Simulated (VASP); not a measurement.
# AgBr (R-3m) in VASP: single point with PBE

Aim: the single point of AgBr with PBE.

Everything below comes from runs of VASP 6.6.1. Logs are shortened: lines on timing, memory, paths and dates and some standing lists are left out, and cuts for length are marked.

### Step 1. The cell of the first run

The structure is trigonal, space group R-3m (No. 166). Conventional cell: a = 4.091 Å, b = 4.091 Å, c = 9.886 Å, α = 90.00°, β = 90.00°, γ = 120.00°. Ag (site symmetry -3m) has 6 Br at 2.88 Å within 3.8 Å. Br (site symmetry -3m) has 6 Ag at 2.88 Å within 3.8 Å.

### Step 2. Single point, PBE (strain along [111] -1.3%)

INCAR

```
  PREC = Accurate
  ENCUT = 630
  EDIFF = 1E-6
  ISMEAR = -1
  SIGMA = 0.02
  LREAL = False
  LASPH = True
  NELM = 120
  ALGO = Normal
  ISIF = 2
  LWAVE = False
  LCHARG = False
  GGA = PE
  NBANDS = 20
  GGA_COMPAT = False
```

KPOINTS

```
regular mesh
0
Gamma
  8 8 8
```

POSCAR

```
AgBr
1.0
   -0.0258417510      2.8668915753      2.8668915753
    2.8668915753     -0.0258417510      2.8668915753
    2.8668915753      2.8668915753     -0.0258417510
Ag Br
1 1
Direct
    0.0000000000      0.0000000000      0.0000000000
    0.5000000000      0.5000000000      0.5000000000
```

Potentials or basis: VASP PAW PBE potentials, release 64 (Ag_sv_GW, Br).

Command:

```
> cat potpaw_PBE.64/Ag_sv_GW/POTCAR potpaw_PBE.64/Br/POTCAR > POTCAR
> mpirun -np 1 vasp_std > vasp.out
```

OUTCAR:

```text
PREC = Accurate
   ENCUT = 630
   EDIFF = 1E-6
   ISMEAR = -1
   LREAL = False
   LASPH = True
   NELM = 120
   ISIF = 2
   GGA = PE

 ion  position               nearest neighbor table
   1  0.000  0.000  0.000-
   2  0.500  0.500  0.500-

  LATTYP: Found a trigonal (rhomboedric) cell.
 ALAT       =     4.0544793014
 COS(alpha) =     0.4909661975

  Lattice vectors:

 A1 = (  -0.0258417510,   2.8668915753,   2.8668915753)
 A2 = (   2.8668915753,  -0.0258417510,   2.8668915753)
 A3 = (   2.8668915753,   2.8668915753,  -0.0258417510)

Analysis of symmetry for initial positions (statically):
=====================================================================
 Subroutine PRICEL returns:
 Original cell was already a primitive cell.

 Routine SETGRP: Setting up the symmetry group for a
 trigonal (rhombohedral) supercell.

 Subroutine GETGRP returns: Found 12 space group operations
 (whereof 12 operations were pure point group operations)
 out of a pool of 12 trial point group operations.

The static configuration has the point symmetry D_3d.

Analysis of symmetry for dynamics (positions and initial velocities):
=====================================================================
 Subroutine PRICEL returns:
 Original cell was already a primitive cell.

 Routine SETGRP: Setting up the symmetry group for a
 trigonal (rhombohedral) supercell.

 Subroutine GETGRP returns: Found 12 space group operations
 (whereof 12 operations were pure point group operations)
 out of a pool of 12 trial point group operations.

The dynamic configuration has the point symmetry D_3d.

 Subroutine INISYM returns: Found 12 space group operations
 (whereof 12 operations are pure point group operations),
 and found     1 'primitive' translations

----------------------------------------------------------------------------------------

                                     Primitive cell

  volume of cell :      47.7635

  direct lattice vectors                    reciprocal lattice vectors
    -0.025841751  2.866891575  2.866891575    -0.172064369  0.173629440  0.173629440
     2.866891575 -0.025841751  2.866891575     0.173629440 -0.172064369  0.173629440
     2.866891575  2.866891575 -0.025841751     0.173629440  0.173629440 -0.172064369

  length of vectors
     4.054479301  4.054479301  4.054479301     0.299834140  0.299834140  0.299834140

  position of ions in fractional coordinates (direct lattice)
     0.000000000  0.000000000  0.000000000
     0.500000000  0.500000000  0.500000000

  ion indices of the primitive-cell ions
   primitive index   ion index
                 1           1
                 2           2

----------------------------------------------------------------------------------------

 KPOINTS: regular mesh

Automatic generation of k-mesh.
 Grid dimensions read from file:
 generate k-points for:    8    8    8

 Generating k-lattice:

  Cartesian coordinates                     Fractional coordinates (reciprocal lattice)
    -0.021508046  0.021703680  0.021703680     0.125000000 -0.000000000 -0.000000000
     0.021703680 -0.021508046  0.021703680    -0.000000000  0.125000000 -0.000000000
     0.021703680  0.021703680 -0.021508046    -0.000000000 -0.000000000  0.125000000

  Length of vectors
     0.037479268  0.037479268  0.037479268

  Shift w.r.t. Gamma in fractional coordinates (k-lattice)
     0.000000000  0.000000000  0.000000000

 Subroutine IBZKPT returns following result:
 ===========================================

 Found     65 irreducible k-points:

 Following reciprocal coordinates:
            Coordinates               Weight
  0.000000  0.000000  0.000000      1.000000
  0.125000  0.000000  0.000000      6.000000
  0.250000  0.000000  0.000000      6.000000
  0.375000  0.000000 -0.000000      6.000000
  0.500000  0.000000  0.000000      3.000000
  0.125000  0.125000  0.000000      6.000000
[... 16 lines left out ...]
  0.250000  0.125000  0.125000      6.000000
  0.375000  0.125000  0.125000      6.000000
 [... further k-points ...]
   k-points           NKPTS =     65   k-points in BZ     NKDIM =     65   number of bands    NBANDS=     20
   number of dos      NEDOS =    301   number of ions     NIONS =      2
   total plane-waves  NPLWV =  46656
   dimension x,y,z NGX =    36 NGY =   36 NGZ =   36
   dimension x,y,z NGXF=    72 NGYF=   72 NGZF=   72
   ions per type =               1   1
   NGX,Y,Z   is equivalent  to a cutoff of  14.76, 14.76, 14.76 a.u.
   NGXF,Y,Z  is equivalent  to a cutoff of  29.52, 29.52, 29.52 a.u.
 SYSTEM =  unknown system
   PREC   = accura    normal or accurate (medium, high low for compatibility)
   ISTART =      0    job   : 0-new  1-cont  2-samecut
   ICHARG =      2    charge: 1-file 2-atom 10-const
   ISPIN  =      1    spin polarized calculation?
   LNONCOLLINEAR =      F non collinear calculations
   LSORBIT =      F    spin-orbit coupling
   LASPH  =      T    aspherical Exc in radial PAW
   ENCUT  =  630.0 eV  46.30 Ry    6.80 a.u.   8.30  8.30  8.30*2*pi/ulx,y,z
   NELM   =    120;   NELMIN=  2; NELMDL= -5     # of ELM steps
   EDIFF  = 0.1E-05   stopping-criterion for ELM
   LREAL  =      F    real-space projection
   EDIFFG = 0.1E-04   stopping-criterion for IOM
   NSW    =      0    number of steps for IOM
   IBRION =     -1    ionic relax: 0-MD 1-quasi-New 2-CG
   NFREE  =      0    steps in history (QN), initial steepest desc. (CG)
   ISIF   =      2    stress and relaxation
   ISYM   =      2    0-nonsym 1-usesym 2-fastsym
   POTIM  = 0.5000    time-step for ionic-motion
   TEBEG  =    0.0;   TEEND  =   0.0 temperature during run
   PSTRESS=    0.0 pullay stress
   NELECT =      26.0000    total number of electrons
   NUPDOWN=      -1.0000    fix difference up-down
   EMIN   =  10.00;   EMAX   =-10.00  energy-range for DOS
   EFERMI =   0.00;   METHOD = LEGACY
   ISMEAR =    -1;   SIGMA  =   0.02  broadening in eV -4-tet -1-fermi 0-gaus
   EFERMI_NEDOS =   21; number of points for ismear=-14 and -15
   IALGO  =     38    algorithm
   IMIX   =      4    mixing-type and parameters
     AMIX     =   0.40;   BMIX     =  1.00
     AMIX_MAG =   1.60;   BMIX_MAG =  1.00
  volume/ion in A,a.u.               =      23.88       161.16
  Fermi-wavevector in a.u.,A,eV,Ry     =   1.336700  2.525996 24.310428  1.786766
  Thomas-Fermi vector in A             =   2.465306
   LORBIT       =      0    0 simple, 1 ext, 2 COOP (PROOUT), +10 PAW based schemes
   GGA     = PE    functional components
   LHFCALC =     F    Hartree Fock is set to
   AEXX    =    0.0000 exact exchange contribution
   IVDW    =     0    specifies the selected vdW correction
   LEPSILON=     F    determine dielectric tensor
   LRPA    =     F    only Hartree local field effects (RPA)
 non-spin polarized calculation
  energy-cutoff  :      630.00
  volume of cell :       47.76
 maximum number of plane-waves:      1744
 NGX is ok and might be reduce to    36
   NGX = 17   NGY = 17   NGZ = 17

 number of electron      26.0000004 magnetization

 Free energy of the ion-electron system (eV)
  ---------------------------------------------------
  ext. energy  EPLUGINS =         0.00000000
  ---------------------------------------------------
  free energy    TOTEN  =        -2.92833071 eV

  energy without entropy =       -2.92833071  energy(sigma->0) =       -2.92833071

 E-fermi :   3.4412     XC(G=0):  -9.9171

 val. band max:        3.0860924091   @ k =   0.5000   0.0000   0.0000
 cond. band min:       3.7525124140   @ k =   0.0000   0.0000   0.0000
 fundamental gap:      0.6664200049
 Fermi energy:         3.4411861536

 k-point     1 :       0.0000    0.0000    0.0000
  band No.  band energies     occupation
      1     -87.0085      2.00000
      2     -50.5316      2.00000
      3     -50.5305      2.00000
      4     -50.5305      2.00000
      5     -11.9384      2.00000
      6       0.3162      2.00000
[... 12 lines left out ...]
     19      14.8097      0.00000
     20      14.8471      0.00000

 k-point     2 :       0.1250    0.0000    0.0000
  band No.  band energies     occupation
      1     -87.0085      2.00000
      2     -50.5317      2.00000
      3     -50.5307      2.00000
      4     -50.5305      2.00000
      5     -11.8797      2.00000
      6      -0.0766      2.00000
[... 12 lines left out ...]
     19      14.0578      0.00000
     20      14.4163      0.00000

 k-point     3 :       0.2500    0.0000    0.0000
  band No.  band energies     occupation
      1     -87.0085      2.00000
      2     -50.5319      2.00000
      3     -50.5311      2.00000
      4     -50.5306      2.00000
      5     -11.7321      2.00000
      6      -1.0166      2.00000
[... 12 lines left out ...]
     19      14.3705      0.00000
     20      14.5134      0.00000

 k-point     4 :       0.3750    0.0000   -0.0000
  band No.  band energies     occupation
      1     -87.0084      2.00000
      2     -50.5323      2.00000
      3     -50.5314      2.00000
      4     -50.5307      2.00000
      5     -11.5746      2.00000
      6      -1.8178      2.00000
[... 12 lines left out ...]
     19      15.3775      0.00000
     20      15.5604      0.00000

 k-point     5 :       0.5000    0.0000    0.0000
  band No.  band energies     occupation
      1     -87.0084      2.00000
      2     -50.5325      2.00000
      3     -50.5315      2.00000
      4     -50.5307      2.00000
      5     -11.5061      2.00000
      6      -2.1132      2.00000
[... 12 lines left out ...]
     19      16.1279      0.00000
     20      16.3158      0.00000
[... 353 lines left out ...]
      6      -1.1275      2.00000
[... 12 lines left out ...]
     19      17.9145      0.00000
     20      17.9338      0.00000

 k-point    22 :       0.1250    0.1250    0.1250
  band No.  band energies     occupation
      1     -87.0085      2.00000
      2     -50.5320      2.00000
      3     -50.5306      2.00000
      4     -50.5306      2.00000
      5     -11.8774      2.00000
      6      -0.0776      2.00000
[... 12 lines left out ...]
     19      13.9428      0.00000
     20      14.3256      0.00000

 k-point    23 :       0.2500    0.1250    0.1250
  band No.  band energies     occupation
      1     -87.0085      2.00000
      2     -50.5321      2.00000
      3     -50.5308      2.00000
      4     -50.5306      2.00000
      5     -11.7898      2.00000
      6      -0.7144      2.00000
[... 12 lines left out ...]
     19      14.9984      0.00000
     20      15.3460      0.00000

 k-point    24 :       0.3750    0.1250    0.1250
  band No.  band energies     occupation
      1     -87.0085      2.00000
      2     -50.5323      2.00000
      3     -50.5312      2.00000
      4     -50.5306      2.00000
      5     -11.6428      2.00000
      6      -1.4164      2.00000
[... 12 lines left out ...]
     19      15.4649      0.00000
     20      16.1501      0.00000

 [... further k-points ...]

------------------------ aborting loop because EDIFF is reached ----------------------------------------

  FORCE on cell =-STRESS in cart. coord.  units (eV):
  Direction    XX          YY          ZZ          XY          YZ          ZX
  --------------------------------------------------------------------------------------
  -------------------------------------------------------------------------------------
  Total        0.5201623      0.5201623      0.5201623      0.0179939      0.0179939      0.0179939
  in kB       17.4483001     17.4483001     17.4483001      0.6035869      0.6035869      0.6035869
  external PRESSURE =      17.4483001 kB  Pullay stress =       0.0000000 kB

 VOLUME and BASIS-vectors are now :
 -----------------------------------------------------------------------------
  energy-cutoff  :      630.00
  volume of cell :       47.76
      direct lattice vectors                 reciprocal lattice vectors
    -0.025841751  2.866891575  2.866891575    -0.172064369  0.173629440  0.173629440
     2.866891575 -0.025841751  2.866891575     0.173629440 -0.172064369  0.173629440
     2.866891575  2.866891575 -0.025841751     0.173629440  0.173629440 -0.172064369

 POSITION                                       TOTAL-FORCE (eV/Angst)
 -----------------------------------------------------------------------------------
      0.00000      0.00000      0.00000         0.000000     -0.000000     -0.000000
      2.85397      2.85397      2.85397        -0.000000      0.000000      0.000000
 -----------------------------------------------------------------------------------
    total drift:                               -0.000000      0.000000      0.000000

  FREE ENERGIE OF THE ION-ELECTRON SYSTEM (eV)
  ---------------------------------------------------
  free  energy   TOTEN  =        -2.9283307073 eV

  energy  without entropy=       -2.9283307069  energy(sigma->0) =       -2.92833071
```

It took 64 s on 1 thread of AMD EPYC 7R13 (Zen 3), shared host; peak memory 0.25 GiB.

What came out:

```
Free energy            : -2.9283 eV
Pressure               : 1.7 GPa
Band gap on the k mesh : 0.67 eV (least direct gap 2.53 eV)
```

Stress tensor (GPa, compression positive):
```
1.74 0.06 0.06
0.06 1.74 0.06
0.06 0.06 1.74
```

Caveat: the cell differs from its parent crystal (strain along [111] -1.3%); semilocal functionals underestimate gaps, and a narrow one can read as zero.
